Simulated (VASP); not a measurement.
Set up this calculation in VASP 6.6.1, as the native input.

```
Task                   : single point
Functional             : r2SCAN
Potentials or basis    : VASP PAW PBE potentials, release 64 (Zn, O)
Cutoff                 : 520 eV
k mesh                 : 9 × 9 × 2
Occupations            : gaussian, width 0.01 eV
Spin                   : no spin polarisation
Dipole correction      : no
Further INCAR settings : ALGO = Normal; EDIFF = 1e-06; NBANDS = 46
```

ZnO:

```
CELL_PARAMETERS angstrom
3.25845 0.00000 0.00000
-1.62922 2.82190 0.00000
0.00000 0.00000 10.57630
ATOMIC_POSITIONS crystal
Zn 0.00000 0.00000 0.99938
Zn 0.33333 0.66667 0.24956
Zn 0.00000 0.00000 0.49938
Zn 0.66667 0.33333 0.74956
O 0.00000 0.00000 0.18815
O 0.33333 0.66667 0.43790
O 0.00000 0.00000 0.68815
O 0.66667 0.33333 0.93790
```

This cell differs from its parent crystal: volume changed by +3%.

One way to write it, as run:

POSCAR

```
ZnO
1.0
    3.2584467483      0.0000000000      0.0000000000
   -1.6292233742      2.8218976609      0.0000000000
    0.0000000000      0.0000000000     10.5762979415
Zn O
4 4
Direct
    0.0000000000      0.0000000000     -0.0006159377
    0.3333333333      0.6666666667      0.2495637823
    0.0000000000      0.0000000000      0.4993840623
    0.6666666667      0.3333333333      0.7495637823
    0.0000000000      0.0000000000      0.1881525681
    0.3333333333      0.6666666667      0.4378995872
    0.0000000000      0.0000000000      0.6881525681
    0.6666666667      0.3333333333      0.9378995872
```

INCAR.step1

```
  PREC = Accurate
  ENCUT = 520
  ISMEAR = 0
  SIGMA = 0.01
  LREAL = False
  LASPH = True
  NELM = 60
  NBANDS = 46
  GGA = PE
  ALGO = Normal
  EDIFF = 1E-4
  LWAVE = True
  LCHARG = False
```

INCAR.step2

```
  PREC = Accurate
  ENCUT = 520
  EDIFF = 1E-6
  ISMEAR = 0
  SIGMA = 0.01
  LREAL = False
  LASPH = True
  NELM = 60
  ALGO = Normal
  ISIF = 2
  LWAVE = False
  LCHARG = False
  METAGGA = R2SCAN
  LMIXTAU = True
  NBANDS = 46
  ISTART = 1
```

KPOINTS

```
Automatic mesh
0
Gamma
  9 9 2
```

Potentials or basis: VASP PAW PBE potentials, release 64 (Zn, O).

Run with:

```bash
$ cat potpaw_PBE.64/Zn/POTCAR potpaw_PBE.64/O/POTCAR > POTCAR
$ cp INCAR.step1 INCAR
$ mpirun -np 1 vasp_std > vasp.out
$ cp INCAR.step2 INCAR
$ mpirun -np 1 vasp_std > vasp.out
```

It gave:

```json
{"Pressure": "-3.3 GPa", "Largest force": "0.008 eV/Å", "Band gap on the k mesh": "1.13 eV, direct"}
```

Caveat: the PAW data sets were made with another functional, which shifts forces and pressure a little.

It took 4.7 min on 1 thread of AMD EPYC 9R45 96-Core Processor (Zen 5) (shared host), peak memory 0.23 GiB.
